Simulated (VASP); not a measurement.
# Ga7P8 (a cell with a defect) in VASP: further runs

The runs below take Ga7P8 (a cell with a defect) through single point, with PBE.

All numbers are computed with VASP 6.6.1; they aren't measurements. Logs are shortened: lines on timing, memory, paths and dates and some standing lists are left out, and cuts for length are marked.

## Step 1: The cell of the first run

The cell holds a defect, 15 atoms: a = 7.785 Å, b = 7.785 Å, c = 7.785 Å, α = 60.00°, β = 60.00°, γ = 60.00°.

## Step 2: Single point, PBE (atoms taken out, then relaxed in part)

The input, INCAR:

```
SYSTEM = Ga7P8
ALGO = Normal ; EDIFF = 1E-6
ENCUT = 520 ; GGA = PE
ISIF = 2 ; ISMEAR = 0
LASPH = .True. ; LCHARG = .True.
LELF = .True. ; LREAL = Auto
LVHAR = .True. ; LWAVE = .False.
NBANDS = 78 ; NELECT = 132.0
NELM = 60 ; PREC = Accurate
SIGMA = 0.01
```

The input, KPOINTS:

```
k-points
0
Gamma
  3 3 3
  0 0 0
```

The input, POSCAR:

```
Ga7P8
1.0
    0.0000000000      5.5051169776     -5.5051169776
    5.5051169776      5.5051169776      0.0000000000
    5.5051169776      0.0000000000     -5.5051169776
Ga P
7 8
Direct
    0.4941662738      0.0058337262     -0.0058337262
    1.0058337262      0.4941662738     -0.0058337262
    1.0058337262      0.0058337262     -0.0058337262
    0.4941662738      0.4941662738      0.5058337262
    0.4941662738      0.0058337262      0.5058337262
    1.0058337262      0.4941662738      0.5058337262
    1.0000000000      0.0000000000      0.5000000000
    0.3811527099      0.3811527099      0.3565418703
    0.3772020603      0.8742659799      0.3742659799
    0.8742659799      0.3772020603      0.3742659799
    0.8742659799      0.8742659799      0.3742659799
    0.3811527099      0.3811527099      0.8811527099
    0.3811527099      0.8565418703      0.8811527099
    0.8565418703      0.3811527099      0.8811527099
    0.8742659799      0.8742659799      0.8772020603
```

Potentials or basis: VASP PAW PBE potentials, release 64 (Ga_d, P).

Run with:

```console
> cat potpaw_PBE.64/Ga_d/POTCAR potpaw_PBE.64/P/POTCAR > POTCAR
> mpirun -np 1 vasp_std > vasp.out
```

OUTCAR:

```text
SYSTEM = Ga7P8
   EDIFF = 1E-6
   ENCUT = 520
   GGA = PE
   ISIF = 2
   ISMEAR = 0
   LASPH = .True.
   LREAL = Auto
   NELECT = 132.0
   NELM = 60
   PREC = Accurate

 ion  position               nearest neighbor table
   1  0.494  0.006  0.994-  13 2.39  12 2.39   9 2.42  15 2.42
   2  0.006  0.494  0.994-  14 2.39  12 2.39  10 2.42  15 2.42
   3  0.006  0.006  0.994-  13 2.39  14 2.39  15 2.42  11 2.42
   4  0.494  0.494  0.506-   8 2.39  12 2.39  10 2.42   9 2.42
   5  0.494  0.006  0.506-   8 2.39  13 2.39   9 2.42  11 2.42
   6  0.006  0.494  0.506-   8 2.39  14 2.39  10 2.42  11 2.42
   7  0.000  0.000  0.500-  11 2.40  10 2.40   9 2.40  15 2.40
   8  0.381  0.381  0.357-   4 2.39   5 2.39   6 2.39
   9  0.377  0.874  0.374-   7 2.40   5 2.42   1 2.42   4 2.42
  10  0.874  0.377  0.374-   7 2.40   6 2.42   2 2.42   4 2.42
  11  0.874  0.874  0.374-   7 2.40   5 2.42   6 2.42   3 2.42
  12  0.381  0.381  0.881-   1 2.39   2 2.39   4 2.39
  13  0.381  0.857  0.881-   1 2.39   3 2.39   5 2.39
  14  0.857  0.381  0.881-   2 2.39   3 2.39   6 2.39
  15  0.874  0.874  0.877-   7 2.40   3 2.42   1 2.42   2 2.42

  LATTYP: Found a face centered cubic cell.
 ALAT       =    11.0102339552

  Lattice vectors:

 A1 = (   0.0000000000,   5.5051169776,  -5.5051169776)
 A2 = (   5.5051169776,   5.5051169776,   0.0000000000)
 A3 = (   5.5051169776,   0.0000000000,  -5.5051169776)

Analysis of symmetry for initial positions (statically):
=====================================================================
 Subroutine PRICEL returns:
 Original cell was already a primitive cell.

 Routine SETGRP: Setting up the symmetry group for a
 face centered cubic supercell.

 Subroutine GETGRP returns: Found 24 space group operations
 (whereof  4 operations were pure point group operations)
 out of a pool of 48 trial point group operations.

The static configuration has the point symmetry C_2v.
 The point group associated with its full space group is T_d .

Analysis of symmetry for dynamics (positions and initial velocities):
=====================================================================
 Subroutine PRICEL returns:
 Original cell was already a primitive cell.

 Routine SETGRP: Setting up the symmetry group for a
[... 124 lines left out ...]
   NUPDOWN=      -1.0000    fix difference up-down
   EMIN   =  10.00;   EMAX   =-10.00  energy-range for DOS
   EFERMI =   0.00;   METHOD = LEGACY
   ISMEAR =     0;   SIGMA  =   0.01  broadening in eV -4-tet -1-fermi 0-gaus
   EFERMI_NEDOS =   21; number of points for ismear=-14 and -15
   IALGO  =     38    algorithm
   IMIX   =      4    mixing-type and parameters
     AMIX     =   0.40;   BMIX     =  1.00
     AMIX_MAG =   1.60;   BMIX_MAG =  1.00
  volume/ion in A,a.u.               =      22.25       150.12
  Fermi-wavevector in a.u.,A,eV,Ry     =   1.201774  2.271024 19.650371  1.444262
  Thomas-Fermi vector in A             =   2.337574
   LORBIT       =      0    0 simple, 1 ext, 2 COOP (PROOUT), +10 PAW based schemes
   GGA     = PE    functional components
   LHFCALC =     F    Hartree Fock is set to
   AEXX    =    0.0000 exact exchange contribution
   IVDW    =     0    specifies the selected vdW correction
   LEPSILON=     F    determine dielectric tensor
   LRPA    =     F    only Hartree local field effects (RPA)
 non-spin polarized calculation
 Gauss-broadening in eV      SIGMA  =   0.01
  energy-cutoff  :      520.00
  volume of cell :      333.68
 maximum number of plane-waves:      9089
 NGX is ok and might be reduce to    60
   NGX = 29   NGY = 29   NGZ = 29

 number of electron     132.0000004 magnetization

 Free energy of the ion-electron system (eV)
  ---------------------------------------------------
  ext. energy  EPLUGINS =         0.00000000
  ---------------------------------------------------
  free energy    TOTEN  =       -62.30012200 eV

  energy without entropy =      -62.29783663  energy(sigma->0) =      -62.29897931

 E-fermi :   3.8993     XC(G=0):  -9.4804

 val. band max:        3.7605873597   @ k =   0.3333   0.3333   0.0000
 cond. band min:       3.9023730891   @ k =  -0.3333   0.3333   0.0000
 fundamental gap:      0.1417857293
 Fermi energy:         3.8993273871

 k-point     1 :       0.0000    0.0000    0.0000
  band No.  band energies     occupation
      1     -10.8970      2.00000
      2     -10.8970      2.00000
      3     -10.8970      2.00000
      4     -10.8307      2.00000
      5     -10.8045      2.00000
      6     -10.8045      2.00000
[... 313 lines left out ...]
     77       8.1438      0.00000
     78       8.1660      0.00000

------------------------ aborting loop because EDIFF is reached ----------------------------------------

  FORCE on cell =-STRESS in cart. coord.  units (eV):
  Direction    XX          YY          ZZ          XY          YZ          ZX
  --------------------------------------------------------------------------------------
  -------------------------------------------------------------------------------------
  Total        3.7126280      3.7126280      3.7126280     -0.0000000     -0.0000000      0.0000000
  in kB       17.8263472     17.8263472     17.8263472     -0.0000000     -0.0000000      0.0000000
  external PRESSURE =      17.8263472 kB  Pullay stress =       0.0000000 kB

 VOLUME and BASIS-vectors are now :
 -----------------------------------------------------------------------------
  energy-cutoff  :      520.00
  volume of cell :      333.68
      direct lattice vectors                 reciprocal lattice vectors
     0.000000000  5.505116978 -5.505116978    -0.090824591  0.090824591 -0.090824591
     5.505116978  5.505116978  0.000000000     0.090824591  0.090824591  0.090824591
     5.505116978  0.000000000 -5.505116978     0.090824591 -0.090824591 -0.090824591

 POSITION                                       TOTAL-FORCE (eV/Angst)
 -----------------------------------------------------------------------------------
      5.50512      2.75256     -8.19344         0.000000      0.000000      0.016702
      8.19344      2.75256     -5.50512        -0.016702      0.000000     -0.000000
      5.50512      0.06423     -5.50512         0.000000      0.016702     -0.000000
      5.50512      5.44089     -5.50512         0.000000     -0.016702     -0.000000
      2.81679      2.75256     -5.50512         0.016702      0.000000     -0.000000
      5.50512      2.75256     -2.81679         0.000000      0.000000     -0.016702
      2.75256      0.00000     -2.75256         0.000000      0.000000     -0.000000
      4.06109      4.19658     -4.06109        -0.005867      0.005867      0.005867
      6.87331      6.88948     -4.13692         0.003137     -0.003137      0.003137
      4.13692      6.88948     -6.87331        -0.003137     -0.003137     -0.003137
      6.87331      9.62587     -6.87331         0.003137      0.003137     -0.003137
      6.94914      4.19658     -6.94914         0.005867      0.005867     -0.005867
      9.56621      6.81365     -6.94914        -0.005867     -0.005867     -0.005867
      6.94914      6.81365     -9.56621         0.005867     -0.005867      0.005867
      9.64204      9.62587     -9.64204        -0.003137      0.003137      0.003137
 -----------------------------------------------------------------------------------
    total drift:                               -0.000016     -0.000016      0.000016

  FREE ENERGIE OF THE ION-ELECTRON SYSTEM (eV)
  ---------------------------------------------------
  free  energy   TOTEN  =       -62.3001219982 eV

  energy  without entropy=      -62.2978366305  energy(sigma->0) =      -62.29897931
```

stdout:

```text
POSCAR found type information on POSCAR GaP
 POSCAR found :  2 types and      15 ions
 scaLAPACK will be used
 LDA part: xc-table for (Slater+PW92), standard interpolation
 POSCAR, INCAR and KPOINTS ok, starting setup
 FFT: planning ... GRIDC
 FFT: planning ... GRID_SOFT
 FFT: planning ... GRID
 WAVECAR not read
 entering main loop
 the old and the new charge density differ
 old charge density:   131.00000 new  132.00000
    0.108E+01
```

Run time: 5.7 min. Hardware: 1 thread of AMD EPYC 9R45 (Zen 5), shared host; peak memory 0.44 GiB.

What came out:

```
Free energy   : -62.3001 eV
Largest force : 0.017 eV/Å
```

Forces in eV/Å, atoms in the order of the input:
```
Ga   0.000  0.000  0.017
Ga  -0.017  0.000  0.000
Ga   0.000  0.017  0.000
Ga   0.000 -0.017  0.000
Ga   0.017  0.000  0.000
Ga   0.000  0.000 -0.017
Ga   0.000  0.000  0.000
P   -0.006  0.006  0.006
P    0.003 -0.003  0.003
P   -0.003 -0.003 -0.003
P    0.003  0.003 -0.003
P    0.006  0.006 -0.006
P   -0.006 -0.006 -0.006
P    0.006 -0.006  0.006
P   -0.003  0.003  0.003
```

Levels at points of the mesh, in eV from the Fermi level:
```csv
k point,band 62,band 63,band 64,band 65,band 66,band 67,band 68,band 69
"(0.00, 0.00, 0.00)",-0.58,-0.58,-0.58,0.34,0.34,0.34,1.45,1.45
```

Caveat: the cell carries a net charge on a neutralising background, which shifts energy and pressure; the cell differs from its parent crystal (atoms taken out, then relaxed in part); the cell is charged against a uniform background, so pressure and absolute levels hang on convention.

(Part 1 of 2 ends here.)
